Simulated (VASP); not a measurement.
AlN, 2 atoms in the cell. The structure is tetragonal, space group I4/mmm (No. 139). The conventional cell has a = 2.949 Å, b = 2.949 Å, c = 4.272 Å, α = 90.00°, β = 90.00°, γ = 90.00°. Al (site symmetry 4/mmm) has 6 N at 2.09 to 2.14 Å within 2.8 Å. N (site symmetry 4/mmm) has 6 Al at 2.09 to 2.14 Å within 2.8 Å.  This cell differs from its parent crystal: strain +0.025 along x and y, +0.050 along z.

| Item | Value |
| --- | --- |
| Program | VASP 6.6.1 |
| Task | single point |
| Functional | LDA |
| Potentials or basis | VASP PAW LDA potentials, release 64 (Al, N) |
| Cutoff | 520 eV |
| k mesh | 10 × 10 × 10 |
| Occupations | gaussian, width 0.05 eV |
| Spin | no spin polarisation |
| Dipole correction | no |
| Further INCAR settings | ALGO = Normal; EDIFF = 1e-07; NBANDS = 11 |

Potentials or basis: VASP PAW LDA potentials, release 64 (Al, N).

Run with:

```console
$ cat potpaw_LDA.64/Al/POTCAR potpaw_LDA.64/N/POTCAR > POTCAR
$ mpirun -np 1 vasp_std > vasp.out
```

Hardware: 1 thread of Intel Xeon 8259CL, on a shared host.

Estimate the wall time of this run.

Wall time 16 s on 1 thread of Intel Xeon 8259CL (shared host), peak memory 0.14 GiB. Counts: scf iterations 12, k points 102.
